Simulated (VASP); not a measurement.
A run of VASP 6.6.1:

The input POSCAR:

```
KTlO2
1.0
    1.7245123236      0.9956476542      6.1003805037
   -1.7245123236      0.9956476542      6.1003805037
    0.0000000000     -1.9912953085      6.1003805037
K Tl O
1 1 2
Direct
    0.5000000000      0.5000000000      0.5000000000
    0.0000000000      0.0000000000      0.0000000000
    0.7319640687      0.7319640687      0.7319640687
    0.2680359313      0.2680359313      0.2680359313
```

The input INCAR.step1:

```
SYSTEM = KTlO2
  ALGO = Normal
  EDIFF = 1E-4
  ENCUT = 520
  GGA = PE
  ISMEAR = 0
  LASPH = .TRUE.
  LCHARG = .FALSE.
  LREAL = .FALSE.
  LWAVE = .TRUE.
  NBANDS = 25
  NELM = 80
  PREC = Accurate
  SIGMA = 0.01
```

File INCAR.step2:

```
SYSTEM = KTlO2
  ALGO = Normal
  EDIFF = 1E-6
  ENCUT = 520
  ISIF = 2
  ISMEAR = 0
  ISTART = 1
  LASPH = .TRUE.
  LCHARG = .TRUE.
  LELF = .TRUE.
  LMIXTAU = .TRUE.
  LREAL = .FALSE.
  LVHAR = .TRUE.
  LWAVE = .FALSE.
  METAGGA = R2SCAN
  NBANDS = 25
  NELM = 80
  PREC = Accurate
  SIGMA = 0.01
```

File KPOINTS:

```
k-points
0
G
  8 8 8
  0 0 0
```

Potentials or basis: VASP PAW PBE potentials, release 64 (K_sv, Tl_d, O).

Command:

```sh
$ cat potpaw_PBE.64/K_sv/POTCAR potpaw_PBE.64/Tl_d/POTCAR potpaw_PBE.64/O/POTCAR > POTCAR
$ cp INCAR.step1 INCAR
$ mpirun -np 1 vasp_std > vasp.out
$ cp INCAR.step2 INCAR
$ mpirun -np 1 vasp_std > vasp.out
```

Hardware: 1 thread of AMD EPYC 9R45 96-Core Processor (Zen 5), with other jobs on the host.

Problem. Estimate the wall time of this run.

Solution. Wall time 12 min on 1 thread of AMD EPYC 9R45 96-Core Processor (Zen 5), with other jobs on the host, peak memory 0.39 GiB. Counts: k points 65.
